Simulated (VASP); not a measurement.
Here is a VASP 6.6.1 calculation.

Contents of INCAR:

```
  PREC = Accurate
  ENCUT = 520
  EDIFF = 1E-6
  ISMEAR = -1
  SIGMA = 0.05
  LREAL = False
  LASPH = True
  NELM = 60
  ALGO = Normal
  ISIF = 2
  LWAVE = False
  LCHARG = False
  NBANDS = 18
```

File KPOINTS:

```
regular mesh
0
Gamma
  13 13 7
```

Contents of POSCAR:

```
Cu
1.0
    2.5730649657      0.0000000000      0.0000000000
   -1.2865324828      2.2283396258      0.0000000000
    0.0000000000      0.0000000000      4.1683652444
Cu
2
Direct
    0.2133333333      0.6066666667      0.1600000000
    0.7866666667      0.3933333333      0.8400000000
```

Potentials or basis: VASP PAW LDA potentials, release 64 (Cu).

The run is started by

```console
$ cat potpaw_LDA.64/Cu/POTCAR > POTCAR
$ mpirun -np 1 vasp_std > vasp.out
```

(1) Predict the pressure.

(2) Estimate the band gap on the k mesh.

(3) Predict the largest force.

Answers

(1) 74.2 GPa.

(2) zero (band 11 reaches 10.07 eV, above the bottom of band 12 at 6.32 eV).

(3) 20.172 eV/Å.

Caveat: forces of over 1 eV/Å act on the atoms, so gaps and moduli don't describe the material at rest.
